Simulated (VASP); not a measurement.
Crystal: Zr.

```
CELL_PARAMETERS angstrom
3.23200 0.00000 0.00000
-1.61600 2.79899 0.00000
0.00000 0.00000 5.14700
ATOMIC_POSITIONS crystal
Zr 0.33333 0.66667 0.25000
Zr 0.66667 0.33333 0.75000
```

* Program: VASP 6.6.1
* Task: relaxation of cell and atoms
* Functional: PBEsol
* Potentials or basis: VASP PAW PBE potentials, release 64 (Zr_sv)
* Cutoff: 600 eV
* k mesh: 15 × 15 × 9
* Occupations: methfessel-paxton, width 0.1 eV
* Spin: no spin polarisation

At the start: pressure -3.2 GPa; volume 23.28 Å³/atom.

Question: Where does the relaxation end?

Answer: Over 7 steps the energy falls by 8.2 meV/atom and the volume is 22.49 Å³/atom (-3.4 %); space group P6_3/mmc (No. 194, to 0.1 Å) before and after.

The path:
```
step  energy change (eV)  largest force (eV/Å)  pressure (GPa)  volume (Å³)
   1              0.0000                0.0000           -3.21        46.56
   2              0.0009                0.0000            3.67        43.49
   3             -0.0160                0.0000            0.00        45.02
   4             -0.0160                0.0000            0.06        44.99
   5             -0.0163                0.0000            0.04        44.98
   6             -0.0163                0.0000            0.05        44.97
   7             -0.0163                0.0000            0.05        44.97
```

Final structure:
```xyz
2
Lattice="3.1864 0.0000 0.0000 -1.5932 2.7595 0.0000 0.0000 0.0000 5.1148" Properties=species:S:1:pos:R:3 pbc="T T T"
Zr    0.0000    1.8397    1.2787
Zr    1.5932    0.9198    3.8361
```

Caveat: the PAW data sets were made with another functional, which shifts forces and pressure a little.
